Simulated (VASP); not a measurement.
# As (R-3m) in VASP: a series of runs

The runs below take As through single point, with RPBE+D3(BJ), PBE, PBEsol.

Program: VASP 6.6.1. These are calculated values, not measurements. Logs are shortened: lines on timing, memory, paths and dates and some standing lists are left out, and cuts for length are marked.

## (1) The cell of the first run

It takes space group R-3m (No. 166, trigonal). The conventional cell has a = 3.591 Å, b = 3.591 Å, c = 8.929 Å, α = 90.00°, β = 90.00°, γ = 120.00°. As (site symmetry 3m) has 6 As at 2.50 to 2.61 Å within 3.3 Å.

## (2) Single point, RPBE+D3(BJ)

Contents of INCAR:

```
PREC     = Accurate       # precision mode
ENCUT    = 520            # plane-wave cutoff, eV
EDIFF    = 1E-6           # SCF threshold, eV
ISMEAR   = -1             # smearing method
SIGMA    = 0.05           # smearing width, eV
LREAL    = F              # projectors in reciprocal space
LASPH    = T              # aspherical terms in the spheres
NELM     = 60             # most SCF steps
ALGO     = Normal         # electronic algorithm
ISIF     = 2              # what is computed and relaxed
LWAVE    = F              # write WAVECAR
LCHARG   = F              # write CHGCAR
GGA      = RP             # functional
IVDW     = 12             # dispersion correction
NBANDS   = 12             # bands
```

Contents of KPOINTS:

```
regular mesh
0
Gamma
  9 9 9
```

Contents of POSCAR:

```
As
1.0
    1.7957087638      1.0367529382      2.9761927620
   -1.7957087638      1.0367529382      2.9761927620
    0.0000000000     -2.0735058764      2.9761927620
As
2
Direct
    0.2445131467      0.2445131467      0.2445131467
    0.7554868533      0.7554868533      0.7554868533
```

Potentials or basis: VASP PAW PBE potentials, release 64 (As).

Started as:

```bash
$ cat potpaw_PBE.64/As/POTCAR > POTCAR
$ mpirun -np 1 vasp_std > vasp.out
```

OUTCAR:

```text
PREC = Accurate
   ENCUT = 520
   EDIFF = 1E-6
   ISMEAR = -1
   LREAL = F
   LASPH = T
   NELM = 60
   ISIF = 2
   GGA = RP
   IVDW = 12
 IVDW          = 12

 ion  position               nearest neighbor table
   1  0.245  0.245  0.245-   2 2.50   2 2.50   2 2.50   2 2.61   2 2.61   2 2.61
   2  0.755  0.755  0.755-   1 2.50   1 2.50   1 2.50   1 2.61   1 2.61   1 2.61

  LATTYP: Found a trigonal (rhomboedric) cell.
 ALAT       =     3.6272785909
 COS(alpha) =     0.5098376213

  Lattice vectors:

 A1 = (   1.7957087638,   1.0367529382,   2.9761927620)
 A2 = (  -1.7957087638,   1.0367529382,   2.9761927620)
 A3 = (   0.0000000000,  -2.0735058764,   2.9761927620)

Analysis of symmetry for initial positions (statically):
=====================================================================
 Subroutine PRICEL returns:
 Original cell was already a primitive cell.

 Routine SETGRP: Setting up the symmetry group for a
 trigonal (rhombohedral) supercell.

 Subroutine GETGRP returns: Found 12 space group operations
 (whereof 12 operations were pure point group operations)
 out of a pool of 12 trial point group operations.

The static configuration has the point symmetry D_3d.

Analysis of symmetry for dynamics (positions and initial velocities):
=====================================================================
 Subroutine PRICEL returns:
 Original cell was already a primitive cell.

 Routine SETGRP: Setting up the symmetry group for a
 trigonal (rhombohedral) supercell.

 Subroutine GETGRP returns: Found 12 space group operations
 (whereof 12 operations were pure point group operations)
 out of a pool of 12 trial point group operations.

The dynamic configuration has the point symmetry D_3d.

 Subroutine INISYM returns: Found 12 space group operations
 (whereof 12 operations are pure point group operations),
 and found     1 'primitive' translations

----------------------------------------------------------------------------------------

                                     Primitive cell

  volume of cell :      33.2448

  direct lattice vectors                    reciprocal lattice vectors
     1.795708764  1.036752938  2.976192762     0.278441588  0.160758326  0.111999914
    -1.795708764  1.036752938  2.976192762    -0.278441588  0.160758326  0.111999914
     0.000000000 -2.073505876  2.976192762     0.000000000 -0.321516652  0.111999914

  length of vectors
     3.627278591  3.627278591  3.627278591     0.340465766  0.340465766  0.340465766

  position of ions in fractional coordinates (direct lattice)
     0.244513147  0.244513147  0.244513147
     0.755486853  0.755486853  0.755486853

  ion indices of the primitive-cell ions
   primitive index   ion index
                 1           1
                 2           2

----------------------------------------------------------------------------------------

 KPOINTS: regular mesh

Automatic generation of k-mesh.
 Grid dimensions read from file:
 generate k-points for:    9    9    9

 Generating k-lattice:

  Cartesian coordinates                     Fractional coordinates (reciprocal lattice)
     0.030937954  0.017862036  0.012444435     0.111111111 -0.000000000  0.000000000
    -0.030937954  0.017862036  0.012444435    -0.000000000  0.111111111  0.000000000
     0.000000000 -0.035724072  0.012444435     0.000000000  0.000000000  0.111111111

  Length of vectors
     0.037829530  0.037829530  0.037829530

  Shift w.r.t. Gamma in fractional coordinates (k-lattice)
     0.000000000  0.000000000  0.000000000

 Subroutine IBZKPT returns following result:
 ===========================================

 Found     85 irreducible k-points:

 Following reciprocal coordinates:
            Coordinates               Weight
  0.000000  0.000000  0.000000      1.000000
  0.111111  0.000000  0.000000      6.000000
  0.222222  0.000000  0.000000      6.000000
  0.333333  0.000000  0.000000      6.000000
  0.444444  0.000000  0.000000      6.000000
  0.111111  0.111111  0.000000      6.000000
[... 16 lines left out ...]
 -0.333333  0.333333  0.000000      6.000000
  0.444444  0.444444  0.000000      6.000000
 [... further k-points ...]
   k-points           NKPTS =     85   k-points in BZ     NKDIM =     85   number of bands    NBANDS=     12
   number of dos      NEDOS =    301   number of ions     NIONS =      2
   total plane-waves  NPLWV =  21952
   dimension x,y,z NGX =    28 NGY =   28 NGZ =   28
   dimension x,y,z NGXF=    56 NGYF=   56 NGZF=   56
   ions per type =               2
   NGX,Y,Z   is equivalent  to a cutoff of  12.83, 12.83, 12.83 a.u.
   NGXF,Y,Z  is equivalent  to a cutoff of  25.67, 25.67, 25.67 a.u.
 SYSTEM =  unknown system
   PREC   = accura    normal or accurate (medium, high low for compatibility)
   ISTART =      0    job   : 0-new  1-cont  2-samecut
   ICHARG =      2    charge: 1-file 2-atom 10-const
   ISPIN  =      1    spin polarized calculation?
   LNONCOLLINEAR =      F non collinear calculations
   LSORBIT =      F    spin-orbit coupling
   LASPH  =      T    aspherical Exc in radial PAW
   ENCUT  =  520.0 eV  38.22 Ry    6.18 a.u.   6.74  6.74  6.74*2*pi/ulx,y,z
   NELM   =     60;   NELMIN=  2; NELMDL= -5     # of ELM steps
   EDIFF  = 0.1E-05   stopping-criterion for ELM
   LREAL  =      F    real-space projection
   EDIFFG = 0.1E-04   stopping-criterion for IOM
   NSW    =      0    number of steps for IOM
   IBRION =     -1    ionic relax: 0-MD 1-quasi-New 2-CG
   NFREE  =      0    steps in history (QN), initial steepest desc. (CG)
   ISIF   =      2    stress and relaxation
   ISYM   =      2    0-nonsym 1-usesym 2-fastsym
   POTIM  = 0.5000    time-step for ionic-motion
   TEBEG  =    0.0;   TEEND  =   0.0 temperature during run
   PSTRESS=    0.0 pullay stress
   NELECT =      10.0000    total number of electrons
   NUPDOWN=      -1.0000    fix difference up-down
   EMIN   =  10.00;   EMAX   =-10.00  energy-range for DOS
   EFERMI =   0.00;   METHOD = LEGACY
   ISMEAR =    -1;   SIGMA  =   0.05  broadening in eV -4-tet -1-fermi 0-gaus
   EFERMI_NEDOS =   21; number of points for ismear=-14 and -15
   IALGO  =     38    algorithm
   IMIX   =      4    mixing-type and parameters
     AMIX     =   0.40;   BMIX     =  1.00
     AMIX_MAG =   1.60;   BMIX_MAG =  1.00
  volume/ion in A,a.u.               =      16.62       112.17
  Fermi-wavevector in a.u.,A,eV,Ry     =   1.096900  2.072840 16.370386  1.203189
  Thomas-Fermi vector in A             =   2.233250
   LORBIT       =      0    0 simple, 1 ext, 2 COOP (PROOUT), +10 PAW based schemes
   GGA     = RP    functional components
   LHFCALC =     F    Hartree Fock is set to
   AEXX    =    0.0000 exact exchange contribution
   IVDW    =    12    specifies the selected vdW correction
   LEPSILON=     F    determine dielectric tensor
   LRPA    =     F    only Hartree local field effects (RPA)
 non-spin polarized calculation
  energy-cutoff  :      520.00
  volume of cell :       33.24
 maximum number of plane-waves:       911
   NGX = 13   NGY = 13   NGZ = 13

 number of electron      10.0000001 magnetization

 Free energy of the ion-electron system (eV)
  ---------------------------------------------------
  ext. energy  EPLUGINS =         0.00000000
  ---------------------------------------------------
  free energy    TOTEN  =        -7.76039396 eV

  energy without entropy =       -7.75499905  energy(sigma->0) =       -7.75769650

 E-fermi :   8.2944     XC(G=0): -11.1651

 val. band max:        8.2641464747   @ k =   0.2222   0.2222   0.1111
 cond. band min:       8.3016254154   @ k =   0.3333   0.0000   0.0000
 fundamental gap:      0.0374789407
 Fermi energy:         8.2943842816

 k-point     1 :       0.0000    0.0000    0.0000
  band No.  band energies     occupation
      1      -8.5293      2.00000
      2       4.7886      2.00000
      3       5.8811      2.00000
      4       6.0674      2.00000
      5       6.0674      2.00000
      6      12.6445      0.00000
      7      12.9101      0.00000
      8      12.9101      0.00000
      9      13.9700      0.00000
     10      13.9700      0.00000
     11      14.0754      0.00000
     12      16.8221      0.00000

 k-point     2 :       0.1111    0.0000    0.0000
  band No.  band energies     occupation
      1      -8.3272      2.00000
      2       3.1010      2.00000
      3       5.9034      2.00000
      4       6.0559      2.00000
      5       7.1905      2.00000
      6      11.9151      0.00000
      7      11.9523      0.00000
      8      12.4030      0.00000
      9      13.8322      0.00000
     10      14.1697      0.00000
     11      14.2800      0.00000
     12      18.2555      0.00000

 k-point     3 :       0.2222    0.0000    0.0000
  band No.  band energies     occupation
      1      -7.7227      2.00000
      2       0.7595      2.00000
      3       5.9624      2.00000
      4       6.0821      2.00000
      5       8.0050      1.99389
      6      10.3192      0.00000
      7      10.3281      0.00000
      8      11.3203      0.00000
      9      14.6028      0.00000
     10      15.2421      0.00000
     11      15.4611      0.00000
     12      20.9870      0.00000
[... 286 lines left out ...]
 k-point    23 :      -0.3333    0.3333    0.0000
  band No.  band energies     occupation
      1      -3.8658      2.00000
      2      -3.3231      2.00000
      3       0.8641      2.00000
      4       4.2901      2.00000
      5       5.2780      2.00000
      6      11.3450      0.00000
      7      12.9784      0.00000
      8      14.7966      0.00000
      9      16.9067      0.00000
     10      17.3557      0.00000
     11      18.5693      0.00000
     12      22.6142      0.00000

 k-point    24 :       0.4444    0.4444    0.0000
  band No.  band energies     occupation
      1      -4.8410      2.00000
      2      -0.3902      2.00000
      3       0.4019      2.00000
      4       2.9950      2.00000
      5       3.1097      2.00000
      6       9.8609      0.00000
      7      15.9025      0.00000
      8      16.0217      0.00000
      9      18.3858      0.00000
     10      19.7162      0.00000
     11      22.8705      0.00000
     12      23.9971      0.00000

 [... further k-points ...]

------------------------ aborting loop because EDIFF is reached ----------------------------------------

 Edisp (eV)   -4.74474

 E8    (eV) :    -2.9297

  FORCE on cell =-STRESS in cart. coord.  units (eV):
  Direction    XX          YY          ZZ          XY          YZ          ZX
  --------------------------------------------------------------------------------------
  -------------------------------------------------------------------------------------
  Total       0.10849     0.10849     0.10903    -0.00000     0.00000     0.00000
  in kB       5.22862     5.22862     5.25450    -0.00000     0.00000     0.00000
  external pressure =        5.24 kB  Pullay stress =        0.00 kB

 VOLUME and BASIS-vectors are now :
 -----------------------------------------------------------------------------
  energy-cutoff  :      520.00
  volume of cell :       33.24
      direct lattice vectors                 reciprocal lattice vectors
     1.795708764  1.036752938  2.976192762     0.278441588  0.160758326  0.111999914
    -1.795708764  1.036752938  2.976192762    -0.278441588  0.160758326  0.111999914
     0.000000000 -2.073505876  2.976192762     0.000000000 -0.321516652  0.111999914

 POSITION                                       TOTAL-FORCE (eV/Angst)
 -----------------------------------------------------------------------------------
      0.00000      0.00000      2.18315         0.000000     -0.000000      0.029500
      0.00000      0.00000      6.74542         0.000000      0.000000     -0.029500
 -----------------------------------------------------------------------------------
    total drift:                                0.000000      0.000000     -0.000000

  FREE ENERGIE OF THE ION-ELECTRON SYSTEM (eV)
  ---------------------------------------------------
  free  energy   TOTEN  =       -12.5051365390 eV

  energy  without entropy=      -12.4997416248  energy(sigma->0) =      -12.50243908
```

It took 12 s on 1 thread of AMD EPYC 9R45 (Zen 5), shared host; peak memory 0.15 GiB.

What came out:

```
Free energy                : -12.5051 eV
Pressure                   : 0.5 GPa
Largest force              : 0.029 eV/Å
Band gap on the k mesh     : zero (band 5 reaches 8.52 eV, above the bottom of band 6 at 7.83 eV)
Dispersion energy per atom : -2.372 eV
```

Forces in eV/Å, atoms in the order of the input:
```
As   0.000  0.000  0.029
As   0.000  0.000 -0.029
```

Levels at points of the mesh, in eV from the Fermi level:
```csv
k point,band 2,band 3,band 4,band 5,band 6,band 7,band 8,band 9
"(0.00, 0.00, 0.00)",-3.51,-2.41,-2.23,-2.23,4.35,4.62,4.62,5.68
```

Caveat: the PAW data sets were made with another functional, which shifts forces and pressure a little; pairwise dispersion overbinds metals, which lowers pressure and volume.

[end of part 1 of 2]
